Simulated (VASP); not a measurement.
# CaAl15N15 (a cell with a defect) in VASP: notebook, part 2 of 2

VASP 6.6.1.

## Step 3: Single point, HSE06

File POSCAR:

```
CaAl15N15
1.0
    6.2595139128      0.0000000578      0.0000000000
   -3.1297570064      5.4208980350      0.0000000000
    0.0000000000      0.0000000000     10.0348065929
Al Ca N
15 1 15
Direct
    0.3406721409      0.1586226301      0.2470655744
    0.3318310300      0.1679648068      0.7574513368
    0.1660368613      0.3328810022      0.9983762128
    0.3372279906      0.6668066633      0.2477179649
    0.1695906732      0.8243526868      0.4961533713
    0.3309840971      0.6689291657      0.7543650506
    0.1633637473      0.8318681191      1.0016437496
    0.8328818619      0.1623468262      0.2476938221
    0.6754000788      0.3300732330      0.4963097145
    0.8301502829      0.1682982729      0.7544614300
    0.6670914256      0.3356438358      1.0016942971
    0.8331365519      0.6661194375      0.2521126136
    0.6618332687      0.8369942287      0.4993946376
    0.8304297918      0.6696512566      0.7472875584
    0.6660472646      0.8327537755      1.0003036800
    0.1886773148      0.3096958877      0.4976710069
    0.1727122500      0.3279453445      0.1927147143
    0.3334940043      0.1654449479      0.9452206364
    0.1651662600      0.3337932410      0.7145090471
    0.3452417479      0.6915025642      0.4311415678
    0.1643862134      0.8262238223      0.1902329884
    0.3315293938      0.6713789048      0.9444720897
    0.1678338280      0.8389134292      0.6872703234
    0.8070080384      0.1534555140      0.4310861290
    0.6729700146      0.3346339549      0.1902884159
    0.8271897901      0.1669723203      0.9444920523
    0.6614669056      0.3326878018      0.6872415323
    0.8318770291      0.6675573079      0.4429490203
    0.6706052035      0.8289634182      0.1876490961
    0.8313700319      0.6676121503      0.9377049837
    0.6641158291      0.8350806188      0.6913394232
```

File INCAR.step1:

```
SYSTEM = CaAl15N15
PREC     = Accurate       ! precision mode
ENCUT    = 520            ! plane-wave cutoff, eV
EDIFF    = 1E-5           ! SCF threshold, eV
ISMEAR   = -1             ! smearing method
SIGMA    = 0.01           ! smearing width, eV
LREAL    = Auto         
LASPH    = .TRUE.         ! aspherical terms in the spheres
NELM     = 120            ! most SCF steps
ALGO     = Normal         ! electronic algorithm
ISIF     = 2              ! what is computed and relaxed
LWAVE    = .TRUE.         ! write WAVECAR
LCHARG   = .FALSE.        ! write CHGCAR
GGA      = PE             ! functional
NBANDS   = 86             ! bands
GGA_COMPAT= .FALSE.      
ISYM     = -1
```

File INCAR.step2:

```
SYSTEM = CaAl15N15
PREC     = Accurate       ! precision mode
ENCUT    = 520            ! plane-wave cutoff, eV
EDIFF    = 1E-6           ! SCF threshold, eV
ISMEAR   = -1             ! smearing method
SIGMA    = 0.01           ! smearing width, eV
LREAL    = Auto         
LASPH    = .TRUE.         ! aspherical terms in the spheres
NELM     = 120            ! most SCF steps
ALGO     = Normal         ! electronic algorithm
ISIF     = 2              ! what is computed and relaxed
LWAVE    = .FALSE.        ! write WAVECAR
LCHARG   = .FALSE.        ! write CHGCAR
GGA      = PE             ! functional
LHFCALC  = .TRUE.         ! exact exchange
HFSCREEN = 0.2079         ! screening, 1/A
PRECFOCK = Fast         
ISTART   = 1            
NBANDS   = 86             ! bands
GGA_COMPAT= .FALSE.      
ISYM     = -1
```

File KPOINTS:

```
explicit points
1
Reciprocal
  0.25000000   0.25000000   0.25000000 1
```

Potentials or basis: VASP PAW PBE potentials, release 64 (Al, Ca_sv, N).

The run is started by

```console
$ cat potpaw_PBE.64/Al/POTCAR potpaw_PBE.64/Ca_sv/POTCAR potpaw_PBE.64/N/POTCAR > POTCAR
$ cp INCAR.step1 INCAR
$ mpirun -np 1 vasp_std > vasp.out
$ cp INCAR.step2 INCAR
$ mpirun -np 1 vasp_std > vasp.out
```

Wall time 3.7 min (1 thread of AMD EPYC 7R13 (Zen 3), shared host); peak memory 0.53 GiB.

Results (log left out):

| Item | Value |
| --- | --- |
| Free energy | -263.6578 eV |
| Pressure | -0.8 GPa |
| Largest force | 0.251 eV/Å |
| Band gap on the k mesh | 3.03 eV |

Forces on the atoms (eV/Å):
```
Al   0.014 -0.007 -0.227
Al  -0.048  0.029  0.087
Al   0.010 -0.005  0.009
Al  -0.013  0.035  0.050
Al   0.086 -0.231  0.050
Al  -0.002 -0.043  0.058
Al   0.027 -0.007  0.026
Al  -0.038 -0.007  0.047
Al   0.239  0.043  0.051
Al   0.039  0.021  0.058
Al   0.020 -0.018  0.026
Al   0.002  0.000 -0.046
Al  -0.080  0.045 -0.042
Al  -0.010  0.005  0.042
Al  -0.007  0.002  0.027
Ca  -0.081  0.051  0.006
N    0.016 -0.020  0.027
N   -0.009  0.007 -0.034
N    0.010 -0.005  0.135
N   -0.024  0.157 -0.038
N    0.008  0.040 -0.004
N   -0.001  0.004 -0.031
N    0.000  0.009 -0.058
N   -0.148 -0.054 -0.040
N   -0.030 -0.024 -0.004
N    0.000  0.002 -0.031
N   -0.008 -0.012 -0.058
N    0.021 -0.014 -0.024
N    0.004 -0.003 -0.017
N   -0.010  0.008 -0.011
N    0.013 -0.006 -0.032
```

Stress tensor (GPa, compression positive):
```
 0.18 -3.49 -1.09
-3.49 -3.79  0.75
-1.09  0.75  1.08
```

Levels at points of the mesh, in eV from the valence-band top:
```tsv
k point	band 62	band 63	band 64	band 65	band 66	band 67	band 68	band 69
(0.25, 0.25, 0.25)	-1.87	-1.53	-1.30	0.00	3.03	3.92	5.33	5.88
```

Caveat: the PAW data sets were made with another functional, which shifts forces and pressure a little.

## Step 4: Single point, HSE06

File POSCAR:

```
CaAl15N15
1.0
    6.2595139128      0.0000000578      0.0000000000
   -3.1297570064      5.4208980350      0.0000000000
    0.0000000000      0.0000000000     10.0348065929
Al Ca N
15 1 15
Direct
    0.3323281264      0.1689657366      0.1796965435
    0.3307440237      0.1703013531      0.7635915469
    0.1575752001      0.3436772169      0.9978983256
    0.3362653120      0.6774365844      0.2485156047
    0.1450372636      0.7651050514      0.5173123329
    0.3357428879      0.6641936206      0.7554182130
    0.1553666895      0.8210534089      0.9984875678
    0.8237673427      0.1651330710      0.2484348294
    0.7361470969      0.3565644969      0.5171478866
    0.8368787255      0.1655136557      0.7554584926
    0.6800942221      0.3459011110      0.9985264308
    0.8306459183      0.6707395827      0.2509715246
    0.6627657831      0.8381212854      0.5060173178
    0.8282274713      0.6730855929      0.7537648737
    0.6645593646      0.8366290858      1.0031152199
    0.2110624313      0.2892299177      0.4791392693
    0.1641888603      0.3373536814      0.1949088618
    0.3308413611      0.1701907756      0.9588053032
    0.1691070613      0.3318971904      0.7029338452
    0.3466225771      0.6906121265      0.4347334297
    0.1602526816      0.8300413163      0.1901799969
    0.3324857921      0.6736970977      0.9430242498
    0.1696273038      0.8388105373      0.6948861832
    0.8098447769      0.1543273603      0.4345980526
    0.6711876576      0.3412369565      0.1900895202
    0.8274311387      0.1687553177      0.9430826376
    0.6622301792      0.3316935986      0.6946892260
    0.8333146048      0.6687847441      0.4450385862
    0.6673023035      0.8340049836      0.1905645975
    0.8287225802      0.6723915569      0.9397542023
    0.6659755413      0.8352352935      0.6929519115
```

File INCAR.step1:

```
PREC = Accurate ; ENCUT = 520
EDIFF = 1E-5 ; ISMEAR = -1
SIGMA = 0.01 ; LREAL = Auto
LASPH = T ; NELM = 120
ALGO = Normal ; ISIF = 2
LWAVE = T ; GGA = PE
NELECT = 128.0 ; NBANDS = 86
GGA_COMPAT = F ; ISYM = -1
```

File INCAR.step2:

```
PREC = Accurate ; ENCUT = 520
EDIFF = 1E-6 ; ISMEAR = -1
SIGMA = 0.01 ; LREAL = Auto
LASPH = T ; NELM = 120
ALGO = Normal ; ISIF = 2
LWAVE = F ; LCHARG = T
GGA = PE ; LHFCALC = T
HFSCREEN = 0.2079 ; PRECFOCK = Fast
LELF = T ; LVHAR = T
ISTART = 1 ; NELECT = 128.0
NBANDS = 86 ; GGA_COMPAT = F
ISYM = -1
```

KPOINTS is that of step 3.

The run is started by

```console
$ cat potpaw_PBE.64/Al/POTCAR potpaw_PBE.64/Ca_sv/POTCAR potpaw_PBE.64/N/POTCAR > POTCAR
$ cp INCAR.step1 INCAR
$ mpirun -np 1 vasp_std > vasp.out
$ cp INCAR.step2 INCAR
$ mpirun -np 1 vasp_std > vasp.out
```

It took 3.7 min on 1 thread of AMD EPYC 7R13 (Zen 3), shared host; peak memory 0.53 GiB.

It converged, with:

| Item | Value |
| --- | --- |
| Free energy | -278.6930 eV |
| Largest force | 0.200 eV/Å |

Forces in eV/Å, atoms in the order of the input:
```
Al  -0.007  0.004 -0.170
Al  -0.032  0.021  0.022
Al   0.007 -0.004 -0.001
Al  -0.009  0.030  0.031
Al   0.098 -0.131  0.055
Al   0.011 -0.030  0.071
Al   0.014 -0.005  0.022
Al  -0.035 -0.010  0.028
Al   0.167 -0.011  0.057
Al   0.025  0.005  0.060
Al   0.011 -0.012  0.021
Al   0.011  0.002 -0.063
Al  -0.070  0.060 -0.032
Al  -0.030  0.012  0.088
Al   0.000  0.000  0.023
Ca  -0.047  0.009 -0.012
N    0.081 -0.039 -0.036
N   -0.007  0.005  0.014
N   -0.015  0.014  0.148
N   -0.133  0.142  0.046
N    0.001  0.058 -0.057
N   -0.029 -0.027 -0.021
N   -0.005 -0.054 -0.162
N   -0.181  0.032  0.053
N   -0.032 -0.048 -0.048
N    0.001  0.035 -0.021
N    0.054  0.040 -0.144
N    0.092 -0.075  0.097
N    0.001  0.001 -0.023
N    0.027 -0.009 -0.015
N    0.029 -0.017 -0.033
```

Levels at points of the mesh, in eV from the Fermi level:
```tsv
k point	band 61	band 62	band 63	band 64	band 65	band 66	band 67	band 68
(0.25, 0.25, 0.25)	-1.03	-0.80	-0.72	-0.34	3.47	4.47	5.33	5.78
```

Caveat: the cell carries a net charge on a neutralising background, which shifts energy and pressure; the cell is charged against a uniform background, so pressure and absolute levels hang on convention; the PAW data sets were made with another functional, which shifts forces and pressure a little.
